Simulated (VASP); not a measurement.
The system is Cl.

```
Cl
1.0
     2.87485    0.00000    0.00000
     0.00000    2.87485    0.00000
     0.00000    0.00000    2.87485
Cl
1
Direct
  0.00000 0.00000 0.00000
```

```yaml
Program: VASP 6.6.1
Task: relaxation of cell and atoms
Functional: PBEsol
Potentials_or_basis: VASP PAW PBE potentials, release 64 (Cl)
Cutoff: 600 eV
k_mesh: 15 × 15 × 15
Occupations: fermi-dirac, width 0.08 eV
Spin: no spin polarisation
```

At the start: pressure -3.2 GPa; volume 23.76 Å³/atom.

Problem. How do energy, volume and symmetry change on relaxing?

Solution. Over 4 steps the energy falls by 23.8 meV/atom and the volume is 21.63 Å³/atom (-9.0 %); space group Pm-3m (No. 221, to 0.1 Å) before and after.

The path:
```
step  energy change (eV)  largest force (eV/Å)  pressure (GPa)  volume (Å³)
   1              0.0000                0.0000           -3.24        23.76
   2             -0.0222                0.0000           -0.97        22.14
   3             -0.0238                0.0000           -0.06        21.67
   4             -0.0238                0.0000            0.00        21.63
```

Final structure:
```xyz
1
Lattice="2.7862 0.0000 0.0000 0.0000 2.7862 0.0000 0.0000 0.0000 2.7862" Properties=species:S:1:pos:R:3 pbc="T T T"
Cl    0.0000    0.0000    0.0000
```

Caveat: the PAW data sets were made with another functional, which shifts forces and pressure a little; an odd number of electrons without spin polarisation forces a metal; a magnetic or distorted state may lie lower.
